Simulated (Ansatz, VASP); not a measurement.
# Two plane-wave programs on Sn2PdSe5

```
Sn Pd Se
1.0
     6.24639    0.00000    0.00000
    -3.12319    5.40953    0.00000
     0.00000    0.00000    9.99962
Sn Pd Se
2 1 5
Direct
  0.00000 0.00000 0.25537
  0.00000 0.00000 0.74463
  0.00000 0.00000 0.00000
  0.33333 0.66667 0.61048
  0.66667 0.33333 0.61048
  0.66667 0.33333 0.38952
  0.33333 0.66667 0.38952
  0.00000 0.00000 0.50000
```

Alike in both runs: functional PBE; k mesh 3 × 3 × 2; occupations gaussian, width 0.15 eV; no spin polarisation.

Ansatz relaxed the structure, and its values are those at the end. VASP's run is a single point on that final structure, the one shown.

|  | VASP | Ansatz |
| --- | --- | --- |
| version | VASP 6.6.1 | Ansatz 0.2.0 |
| potentials or method | VASP PAW PBE potentials, release 64 (Sn_d, Pd, Se), cutoff 500 eV | scalar-relativistic, plane waves, PAW |
| valence electrons in the cell | 68 | 126 |

```csv
,VASP,Ansatz,Ansatz less VASP
gap on the k mesh at the Fermi level (eV),none,none,-
pressure (GPa),-0.1,-0.2,-0.04
rms of the force components (eV/Å),0.027,0.020,-0.0063
```

A gap of «none» marks a metal or a gap that the smearing closes. VASP's potentials hold 68 valence electrons a cell and Ansatz's 126, so a difference there can come from the potentials and not from the codes.

The k mesh is coarse, so the values compare programs but aren't converged.
